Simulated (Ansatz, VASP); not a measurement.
CdF2 in VASP and in Ansatz

INCAR

```
PREC = Accurate
ENCUT = 520
EDIFF = 1E-6
ISMEAR = 0
SIGMA = 0.1
LREAL = F
LASPH = T
NELM = 100
ALGO = Normal
ISIF = 2
LWAVE = F
LCHARG = T
GGA = PE
LELF = T
LVHAR = T
NBANDS = 20
```

File KPOINTS:

```
regular mesh
0
Gamma
  4 4 4
```

Contents of POSCAR:

```
CdF2
1.0
    4.0836437200      0.0000000000      0.0000000000
    0.0000000000      4.0836437200      0.0000000000
    0.0000000000      0.0000000000      5.7751443400
Cd F
1 2
Direct
    0.0000000000      0.0000000000      0.0000000000
    0.5000000000      0.0000000000      0.2500000000
    0.0000000000      0.5000000000      0.7500000000
```

Input for Ansatz:

```yaml
crystal:
  lattice:
    - [4.08364372, 0.0, 0.0]
    - [0.0, 4.08364372, 0.0]
    - [0.0, 0.0, 5.77514434]
  atoms:
    - { symbol: Cd, position: [0.0, 0.0, 0.0] }
    - { symbol: F, position: [0.5, 0.0, 0.25] }
    - { symbol: F, position: [0.0, 0.5, 0.75] }
basis:
  ecutwfc: 420
kpoints:
  mp_grid: { grid: [4, 4, 4] }
hamiltonian:
  xc: pbe
scf:
  occupations: { method: gaussian, width: 0.1 }
  lower_state_search: "off"
output:
  forces: true
  stress: true
  eigenvalues: true
```

Change from the starting cell: ordered vacancies on the cation sites of zinc blende (P-4m2, No. 115).

Alike in both runs: task single point; functional PBE; k mesh 4 × 4 × 4; occupations gaussian, width 0.1 eV; no spin polarisation.

|  | VASP | Ansatz |
| --- | --- | --- |
| version | VASP 6.6.1 | Ansatz 0.2.0 |
| potentials or method | VASP PAW PBE potentials, release 64 (Cd, F), cutoff 520 eV | scalar-relativistic, plane waves, PAW |
| valence electrons in the cell | 26 | 34 |

Ansatz gave:

- gap on the k mesh at the Fermi level (eV): 2.12
- least direct gap on the mesh (eV): 2.14
- pressure (GPa): -8.4
- traceless stress, the component that is largest in VASP (GPa): -1.38
- rms of the force components (eV/Å): 0.916

Question: Estimate VASP's values.

Answer: gap on the k mesh at the Fermi level (eV): 2.11; least direct gap on the mesh (eV): 2.12; pressure (GPa): -8.5; traceless stress, the component that is largest in VASP (GPa): -1.40; rms of the force components (eV/Å): 0.905.

Atom by atom the forces differ by 0.011 eV/Å (rms over components). VASP's potentials hold 26 valence electrons a cell and Ansatz's 34, so a difference there can come from the potentials and not from the codes.
